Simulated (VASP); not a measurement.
Runs of VASP 6.6.1 on Pt. The structure is that of space group Fm-3m (No. 225), or close to it. The cells are those of the table. 

```csv
cell,gap on the mesh (eV),pressure (GPa)
"a = 2.826, b = 2.864, c = 2.791 Å, angles 60.0, 61.3, 58.8°, 1 atom",none,-18.7
"a = 2.802, b = 2.877, c = 2.830 Å, angles 58.8, 61.4, 59.8°, 1 atom",none,-20.5
"a = 2.705, b = 2.705, c = 2.753 Å, angles 59.4, 59.4, 61.2°, 1 atom",none,13.2
"a = 2.753 Å, angles 60.0°, 1 atom",none,(a)
"a = 2.777, b = 2.854, c = 2.830 Å, angles 58.5, 61.2, 60.3°, 1 atom",none,(b)
```

Alike in all rows: task single point; level LDA; potentials or basis VASP PAW LDA potentials, release 64 (Pt); no spin polarisation; k mesh 20 × 20 × 20; cutoff (eV) 520; smearing gaussian 0.15 eV.

Task: Estimate the missing entries.

Result: (a) 0.9; (b) -17.1.

Caveats: spin-orbit coupling is left out, which moves the levels of the heavy elements; the cell stands under tension (at least some runs); the cell stands under pressure (at least some runs).

A k mesh can miss the band edges, and the runs leave out spin-orbit coupling on Pt.

A gap of «none» marks levels without a gap at the run's occupations.
